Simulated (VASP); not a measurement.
# MgO (Cm) in VASP: single point with PBEsol

Aim: the single point of MgO with PBEsol.

Everything below comes from runs of VASP 6.6.1. Logs are shortened: lines on timing, memory, paths and dates and some standing lists are left out, and cuts for length are marked.

### 1 The cell of the first run

The structure is monoclinic, space group Cm (No. 8). Conventional cell: a = 5.961 Å, b = 5.961 Å, c = 4.215 Å, α = 90.00°, β = 90.00°, γ = 90.00°. Within 2.1 Å of Mg (site symmetry m) lie 3 O at 1.61 to 1.97 Å. Mg (site symmetry m) has 6 O at 2.11 Å and 1 Mg at 2.71 Å within 2.8 Å. Mg (site symmetry 1) has 6 O at 2.11 Å and 10 Mg at 2.47 to 2.98 Å within 3.0 Å. Within 2.6 Å of O (site symmetry 1) lie 6 Mg at 1.97 to 2.40 Å. Within 2.2 Å of O (site symmetry m) lie 5 Mg at 1.61 to 2.11 Å. O (site symmetry m) has 6 Mg at 2.11 Å within 2.8 Å.

### 2 Single point, PBEsol (atom 1 (Mg) moved by -0.318 Å along [1 1 0] and -0.530 Å along [0 0 1])

File INCAR:

```
PREC     = Accurate       # precision mode
ENCUT    = 840            # plane-wave cutoff, eV
EDIFF    = 1E-6           # SCF threshold, eV
ISMEAR   = 0              # smearing method
SIGMA    = 0.05           # smearing width, eV
LREAL    = False          # projectors in reciprocal space
LASPH    = True           # aspherical terms in the spheres
NELM     = 120            # most SCF steps
ALGO     = Normal         # electronic algorithm
ISIF     = 2              # what is computed and relaxed
LWAVE    = False          # write WAVECAR
LCHARG   = True           # write CHGCAR
GGA      = PS             # functional
LELF     = True           # ELF
LVHAR    = True         
NBANDS   = 42             # bands
GGA_COMPAT= False
```

File KPOINTS:

```
regular mesh
0
Gamma
  6 6 6
```

File POSCAR:

```
MgO
1.0
    4.2149416169      0.0000000000      0.0000000000
    0.0000000000     -4.2149416169      0.0000000000
    0.0000000000      0.0000000000     -4.2149416169
Mg O
4 4
Direct
   -0.0533482968      0.0533482968      0.1257431415
    0.5000000000      0.5000000000      0.0000000000
    0.5000000000      0.0000000000      0.5000000000
    0.0000000000      0.5000000000      0.5000000000
    0.5000000000      0.0000000000      0.0000000000
    0.0000000000      0.5000000000      0.0000000000
    0.0000000000      0.0000000000      0.5000000000
    0.5000000000      0.5000000000      0.5000000000
```

Potentials or basis: VASP PAW PBE potentials, release 64 (Mg_sv, O).

Command:

```bash
> cat potpaw_PBE.64/Mg_sv/POTCAR potpaw_PBE.64/O/POTCAR > POTCAR
> mpirun -np 1 vasp_std > vasp.out
```

OUTCAR:

```text
PREC = Accurate
   ENCUT = 840
   EDIFF = 1E-6
   ISMEAR = 0
   LREAL = False
   LASPH = True
   NELM = 120
   ISIF = 2
   GGA = PS

 ion  position               nearest neighbor table
   1  0.947  0.053  0.126-   7 1.61   6 1.97   5 1.97
   2  0.500  0.500  0.000-   5 2.11   6 2.11   8 2.11   8 2.11   5 2.11   6 2.11
   3  0.500  0.000  0.500-   5 2.11   7 2.11   8 2.11   5 2.11   8 2.11   7 2.11
   4  0.000  0.500  0.500-   6 2.11   7 2.11   8 2.11   6 2.11   7 2.11   8 2.11
   5  0.500  0.000  0.000-   1 1.97   2 2.11   3 2.11   3 2.11   2 2.11
   6  0.000  0.500  0.000-   1 1.97   2 2.11   4 2.11   4 2.11   2 2.11
   7  0.000  0.000  0.500-   1 1.61   3 2.11   4 2.11   4 2.11   3 2.11
   8  0.500  0.500  0.500-   2 2.11   3 2.11   4 2.11   2 2.11   3 2.11   4 2.11

  LATTYP: Found a simple cubic cell.
 ALAT       =     4.2149416169

  Lattice vectors:

 A1 = (   4.2149416169,   0.0000000000,   0.0000000000)
 A2 = (   0.0000000000,  -4.2149416169,   0.0000000000)
 A3 = (   0.0000000000,   0.0000000000,  -4.2149416169)

Analysis of symmetry for initial positions (statically):
=====================================================================
 Subroutine PRICEL returns:
 Original cell was already a primitive cell.

 Routine SETGRP: Setting up the symmetry group for a
 simple cubic supercell.

 Subroutine GETGRP returns: Found  2 space group operations
 (whereof  2 operations were pure point group operations)
 out of a pool of 48 trial point group operations.

The static configuration has the point symmetry C_1h.

Analysis of symmetry for dynamics (positions and initial velocities):
=====================================================================
 Subroutine PRICEL returns:
 Original cell was already a primitive cell.

 Routine SETGRP: Setting up the symmetry group for a
 simple cubic supercell.

 Subroutine GETGRP returns: Found  2 space group operations
 (whereof  2 operations were pure point group operations)
 out of a pool of 48 trial point group operations.

The dynamic configuration has the point symmetry C_1h.

 Subroutine INISYM returns: Found  2 space group operations
 (whereof  2 operations are pure point group operations),
 and found     1 'primitive' translations

----------------------------------------------------------------------------------------

                                     Primitive cell

  volume of cell :      74.8815

  direct lattice vectors                    reciprocal lattice vectors
     4.214941617  0.000000000  0.000000000     0.237251210  0.000000000  0.000000000
     0.000000000 -4.214941617  0.000000000     0.000000000 -0.237251210  0.000000000
     0.000000000  0.000000000 -4.214941617     0.000000000  0.000000000 -0.237251210

  length of vectors
     4.214941617  4.214941617  4.214941617     0.237251210  0.237251210  0.237251210

  position of ions in fractional coordinates (direct lattice)
     0.946651703  0.053348297  0.125743142
     0.500000000  0.500000000  0.000000000
     0.500000000  0.000000000  0.500000000
     0.000000000  0.500000000  0.500000000
     0.500000000  0.000000000  0.000000000
     0.000000000  0.500000000  0.000000000
     0.000000000  0.000000000  0.500000000
     0.500000000  0.500000000  0.500000000

  ion indices of the primitive-cell ions
   primitive index   ion index
                 1           1
                 2           2
                 3           3
                 4           4
                 5           5
                 6           6
                 7           7
                 8           8

----------------------------------------------------------------------------------------

 KPOINTS: regular mesh

Automatic generation of k-mesh.
 Grid dimensions read from file:
 generate k-points for:    6    6    6

 Generating k-lattice:

  Cartesian coordinates                     Fractional coordinates (reciprocal lattice)
     0.039541868  0.000000000  0.000000000     0.166666667  0.000000000  0.000000000
     0.000000000 -0.039541868  0.000000000     0.000000000  0.166666667  0.000000000
     0.000000000  0.000000000 -0.039541868     0.000000000  0.000000000  0.166666667

  Length of vectors
     0.039541868  0.039541868  0.039541868

  Shift w.r.t. Gamma in fractional coordinates (k-lattice)
     0.000000000  0.000000000  0.000000000

 Subroutine IBZKPT returns following result:
 ===========================================

 Found     68 irreducible k-points:

 Following reciprocal coordinates:
            Coordinates               Weight
  0.000000  0.000000  0.000000      1.000000
  0.166667  0.000000  0.000000      4.000000
  0.000000  0.000000  0.166667      2.000000
  0.333333  0.000000  0.000000      4.000000
  0.000000  0.000000  0.333333      2.000000
  0.500000  0.000000  0.000000      2.000000
[... 16 lines left out ...]
  0.333333  0.000000  0.333333      4.000000
 -0.333333  0.333333  0.000000      2.000000
 [... further k-points ...]
   k-points           NKPTS =     68   k-points in BZ     NKDIM =     68   number of bands    NBANDS=     42
   number of dos      NEDOS =    301   number of ions     NIONS =      8
   total plane-waves  NPLWV =  64000
   dimension x,y,z NGX =    40 NGY =   40 NGZ =   40
   dimension x,y,z NGXF=    80 NGYF=   80 NGZF=   80
   ions per type =               4   4
   NGX,Y,Z   is equivalent  to a cutoff of  15.78, 15.78, 15.78 a.u.
   NGXF,Y,Z  is equivalent  to a cutoff of  31.55, 31.55, 31.55 a.u.
 SYSTEM =  unknown system
   PREC   = accura    normal or accurate (medium, high low for compatibility)
   ISTART =      0    job   : 0-new  1-cont  2-samecut
   ICHARG =      2    charge: 1-file 2-atom 10-const
   ISPIN  =      1    spin polarized calculation?
   LNONCOLLINEAR =      F non collinear calculations
   LSORBIT =      F    spin-orbit coupling
   LASPH  =      T    aspherical Exc in radial PAW
   ENCUT  =  840.0 eV  61.74 Ry    7.86 a.u.   9.96  9.96  9.96*2*pi/ulx,y,z
   NELM   =    120;   NELMIN=  2; NELMDL= -5     # of ELM steps
   EDIFF  = 0.1E-05   stopping-criterion for ELM
   LREAL  =      F    real-space projection
   EDIFFG = 0.1E-04   stopping-criterion for IOM
   NSW    =      0    number of steps for IOM
   IBRION =     -1    ionic relax: 0-MD 1-quasi-New 2-CG
   NFREE  =      0    steps in history (QN), initial steepest desc. (CG)
   ISIF   =      2    stress and relaxation
   ISYM   =      2    0-nonsym 1-usesym 2-fastsym
   POTIM  = 0.5000    time-step for ionic-motion
   TEBEG  =    0.0;   TEEND  =   0.0 temperature during run
   PSTRESS=    0.0 pullay stress
   NELECT =      64.0000    total number of electrons
   NUPDOWN=      -1.0000    fix difference up-down
   EMIN   =  10.00;   EMAX   =-10.00  energy-range for DOS
   EFERMI =   0.00;   METHOD = LEGACY
   ISMEAR =     0;   SIGMA  =   0.05  broadening in eV -4-tet -1-fermi 0-gaus
   EFERMI_NEDOS =   21; number of points for ismear=-14 and -15
   IALGO  =     38    algorithm
   IMIX   =      4    mixing-type and parameters
     AMIX     =   0.40;   BMIX     =  1.00
     AMIX_MAG =   1.60;   BMIX_MAG =  1.00
  volume/ion in A,a.u.               =       9.36        63.17
  Fermi-wavevector in a.u.,A,eV,Ry     =   1.553614  2.935906 32.840626  2.413718
  Thomas-Fermi vector in A             =   2.657820
   LORBIT       =      0    0 simple, 1 ext, 2 COOP (PROOUT), +10 PAW based schemes
   GGA     = PS    functional components
   LHFCALC =     F    Hartree Fock is set to
   AEXX    =    0.0000 exact exchange contribution
   IVDW    =     0    specifies the selected vdW correction
   LEPSILON=     F    determine dielectric tensor
   LRPA    =     F    only Hartree local field effects (RPA)
 non-spin polarized calculation
 Gauss-broadening in eV      SIGMA  =   0.05
  energy-cutoff  :      840.00
  volume of cell :       74.88
 maximum number of plane-waves:      4224
   NGX = 19   NGY = 19   NGZ = 19

 number of electron      63.9999930 magnetization

 Free energy of the ion-electron system (eV)
  ---------------------------------------------------
  ext. energy  EPLUGINS =         0.00000000
  ---------------------------------------------------
  free energy    TOTEN  =       -47.44217183 eV

  energy without entropy =      -47.44217183  energy(sigma->0) =      -47.44217183

 E-fermi :   3.2086     XC(G=0): -11.5520

 val. band max:        2.7684081476   @ k =   0.0000   0.0000   0.0000
 cond. band min:       7.2437027011   @ k =   0.0000   0.0000   0.0000
 fundamental gap:      4.4752945535
 Fermi energy:         3.2085770411

 k-point     1 :       0.0000    0.0000    0.0000
  band No.  band energies     occupation
      1     -69.3380      2.00000
      2     -69.3316      2.00000
      3     -69.0679      2.00000
      4     -68.8163      2.00000
      5     -36.3474      2.00000
      6     -36.3335      2.00000
[... 34 lines left out ...]
     41      15.7475      0.00000
     42      15.7681      0.00000

 k-point     2 :       0.1667    0.0000    0.0000
  band No.  band energies     occupation
      1     -69.3375      2.00000
      2     -69.3320      2.00000
      3     -69.0679      2.00000
      4     -68.8163      2.00000
      5     -36.3458      2.00000
      6     -36.3325      2.00000
[... 34 lines left out ...]
     41      15.6098      0.00000
     42      15.7830      0.00000

 k-point     3 :       0.0000    0.0000    0.1667
  band No.  band energies     occupation
      1     -69.3379      2.00000
      2     -69.3316      2.00000
      3     -69.0679      2.00000
      4     -68.8162      2.00000
      5     -36.3471      2.00000
      6     -36.3334      2.00000
[... 34 lines left out ...]
     41      15.6184      0.00000
     42      15.6841      0.00000

 k-point     4 :       0.3333    0.0000    0.0000
  band No.  band energies     occupation
      1     -69.3363      2.00000
      2     -69.3331      2.00000
      3     -69.0679      2.00000
      4     -68.8164      2.00000
      5     -36.3423      2.00000
      6     -36.3306      2.00000
[... 844 lines left out ...]
     41      15.2188      0.00000
     42      15.6598      0.00000

 k-point    23 :       0.3333    0.0000    0.3333
  band No.  band energies     occupation
      1     -69.3363      2.00000
      2     -69.3331      2.00000
      3     -69.0679      2.00000
      4     -68.8164      2.00000
      5     -36.3427      2.00000
      6     -36.3311      2.00000
[... 34 lines left out ...]
     41      15.0458      0.00000
     42      15.5975      0.00000

 k-point    24 :      -0.3333    0.3333    0.0000
  band No.  band energies     occupation
      1     -69.3355      2.00000
      2     -69.3338      2.00000
      3     -69.0679      2.00000
      4     -68.8165      2.00000
      5     -36.3592      2.00000
      6     -36.3155      2.00000
[... 34 lines left out ...]
     41      15.1610      0.00000
     42      15.9438      0.00000

 [... further k-points ...]
[... 5 lines left out ...]
  --------------------------------------------------------------------------------------
  -------------------------------------------------------------------------------------
  Total        2.2036443      2.2036443     13.2443811     -0.0137076     -1.2431632     -1.2431633
  in kB       47.1495320     47.1495320    283.3789327     -0.2932901    -26.5989224    -26.5989250
  external PRESSURE =     125.8926656 kB  Pullay stress =       0.0000000 kB

 VOLUME and BASIS-vectors are now :
 -----------------------------------------------------------------------------
  energy-cutoff  :      840.00
  volume of cell :       74.88
      direct lattice vectors                 reciprocal lattice vectors
     4.214941617  0.000000000  0.000000000     0.237251210  0.000000000  0.000000000
     0.000000000 -4.214941617  0.000000000     0.000000000 -0.237251210  0.000000000
     0.000000000  0.000000000 -4.214941617     0.000000000  0.000000000 -0.237251210

 POSITION                                       TOTAL-FORCE (eV/Angst)
 -----------------------------------------------------------------------------------
      3.99008     -0.22486     -0.53000         0.982205      0.982205     10.981464
      2.10747     -2.10747      0.00000        -0.555144     -0.555144      0.408350
      2.10747      0.00000     -2.10747        -0.965414      0.280173     -1.513171
      0.00000     -2.10747     -2.10747         0.280173     -0.965414     -1.513171
      2.10747      0.00000      0.00000        -0.288895     -0.262406     -0.712377
      0.00000     -2.10747      0.00000        -0.262406     -0.288895     -0.712377
      0.00000      0.00000     -2.10747         0.693187      0.693187     -7.110327
      2.10747     -2.10747     -2.10747         0.116295      0.116295      0.171608
 -----------------------------------------------------------------------------------
    total drift:                               -0.002153     -0.002153     -0.001571

  FREE ENERGIE OF THE ION-ELECTRON SYSTEM (eV)
  ---------------------------------------------------
  free  energy   TOTEN  =       -47.4421718275 eV

  energy  without entropy=      -47.4421718275  energy(sigma->0) =      -47.44217183
```

Wall time 4.4 min (1 thread of Intel Xeon Platinum 8259CL at 2.50GHz (Skylake/Cascade Lake), shared host); peak memory 0.45 GiB.

Results:

* Free energy: -47.4422 eV
* Pressure: 12.6 GPa
* Largest force: 11.069 eV/Å
* Band gap on the k mesh: 4.48 eV

Forces on the atoms (eV/Å):
```
Mg   0.982  0.982 10.981
Mg  -0.555 -0.555  0.408
Mg  -0.965  0.280 -1.513
Mg   0.280 -0.965 -1.513
O   -0.289 -0.262 -0.712
O   -0.262 -0.289 -0.712
O    0.693  0.693 -7.110
O    0.116  0.116  0.172
```

Stress tensor (GPa, compression positive):
```
 4.71 -0.03 -2.66
-0.03  4.71 -2.66
-2.66 -2.66 28.34
```

Levels at points of the mesh, in eV from the valence-band top:
| k point | band 29 | band 30 | band 31 | band 32 | band 33 | band 34 | band 35 | band 36 |
| --- | --- | --- | --- | --- | --- | --- | --- | --- |
| (0.00, 0.00, 0.00) | -1.26 | -0.12 | -0.09 | 0.00 | 4.48 | 8.48 | 9.01 | 9.02 |
| (0.50, 0.00, 0.00) | -0.88 | -0.80 | -0.77 | -0.69 | 7.69 | 7.95 | 10.15 | 10.69 |
| (0.00, 0.00, 0.50) | -1.08 | -1.07 | -0.59 | -0.51 | 7.36 | 8.04 | 10.00 | 10.97 |
| (0.50, 0.50, 0.00) | -1.00 | -0.98 | -0.59 | -0.26 | 8.81 | 9.11 | 9.33 | 9.49 |
| (0.00, 0.50, 0.50) | -0.92 | -0.75 | -0.68 | -0.41 | 8.63 | 9.07 | 9.47 | 9.66 |
| (0.50, 0.50, 0.50) | -0.72 | -0.58 | -0.46 | -0.25 | 7.33 | 7.58 | 7.81 | 7.89 |

Caveat: the cell differs from its parent crystal (atom 1 (Mg) moved by -0.318 Å along [1 1 0] and -0.530 Å along [0 0 1]); the stress differs along the axes, from 5 to 28 GPa; the PAW data sets were made with another functional, which shifts forces and pressure a little.
